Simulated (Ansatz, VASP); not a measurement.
**Two plane-wave programs on ZrSnO4**

Contents of INCAR:

```
  PREC = Accurate
  ENCUT = 520
  EDIFF = 1E-6
  ISMEAR = -1
  SIGMA = 0.02
  LREAL = False
  LASPH = True
  NELM = 60
  ALGO = Normal
  ISIF = 2
  LWAVE = False
  LCHARG = False
  GGA = PE
  NBANDS = 34
```

File KPOINTS:

```
regular mesh
0
Gamma
  6 6 8
```

Contents of POSCAR:

```
ZrSnO4
1.0
    3.3993147357     -3.4331685779      0.0000000000
    3.3993147357      3.4331685779      0.0000000000
    0.0000000000      0.0000000000      3.2179572751
Sn Zr O
1 1 4
Direct
    0.5000000000      0.5000000000      0.5000000000
    0.0000000000      0.0000000000      0.0000000000
    0.1965230306      0.1965230306      0.5000000000
    0.8034769694      0.8034769694      0.5000000000
    0.6924356546      0.3075643454      0.0000000000
    0.3075643454      0.6924356546      0.0000000000
```

Input for Ansatz:

```yaml
crystal:
  lattice:
    - [3.3993147357, -3.4331685779, 0.0]
    - [3.3993147357, 3.4331685779, 0.0]
    - [0.0, 0.0, 3.2179572751]
  atoms:
    - { symbol: Sn, position: [0.5, 0.5, 0.5] }
    - { symbol: Zr, position: [0.0, 0.0, 0.0] }
    - { symbol: O, position: [0.1965230306, 0.1965230306, 0.5] }
    - { symbol: O, position: [0.8034769694, 0.8034769694, 0.5] }
    - { symbol: O, position: [0.6924356546, 0.3075643454, 0.0] }
    - { symbol: O, position: [0.3075643454, 0.6924356546, 0.0] }
kpoints:
  mp_grid: { grid: [6, 6, 8] }
  band_path:
    path:
      - [[0.0, 0.0, 0.0], [-0.5, 0.5, 0.0], [-0.4950939011253, 0.5049060988747, 0.0]]
      - [[0.4950939011253, 0.4950939011253, 0.0], [0.0, 0.0, 0.0], [0.0, 0.0, 0.5], [0.4950939011253, 0.4950939011253, 0.5]]
      - [[-0.4950939011253, 0.5049060988747, 0.5], [-0.5, 0.5, 0.5], [-0.5, 0.5, 0.0]]
      - [[0.0, 0.0, 0.0], [-1.806434242372e-17, 0.5, 0.0], [-1.806434242372e-17, 0.5, 0.5], [0.0, 0.0, 0.5], [-0.5, 0.5, 0.5]]
    npoints: 10
hamiltonian:
  xc: pbe
scf:
  occupations: { method: fermi_dirac, width: 0.02 }
  n_extra_bands: 5
output:
  forces: true
  stress: true
  eigenvalues: true
```

Alike in both runs: task single point; functional PBE; k mesh 6 × 6 × 8; occupations fermi-dirac, width 0.02 eV; no spin polarisation.

|  | VASP | Ansatz |
| --- | --- | --- |
| version | VASP 6.6.1 | Ansatz 0.2.0 |
| potentials or method | VASP PAW PBE potentials, release 64 (Sn_d, Zr_sv, O) | plane waves, PAW |
| plane-wave cutoff (eV) | 520 | 420 |
| valence electrons in the cell | 50 | 50 |

|  | VASP | Ansatz | Ansatz less VASP |
| --- | --- | --- | --- |
| gap on the k mesh at the Fermi level (eV) | 2.23 | 2.24 | +0.013 |
| pressure (GPa) | 5.8 | 5.3 | -0.46 |
| traceless stress, the component that is largest in VASP (GPa) | -0.52 | -0.40 | +0.121 |
| rms of the force components (eV/Å) | 0.132 | 0.119 | -0.0122 |

Atom by atom the forces differ by 0.013 eV/Å (rms over components). With one functional, cell and mesh, what is left measures potentials, basis and numerics.
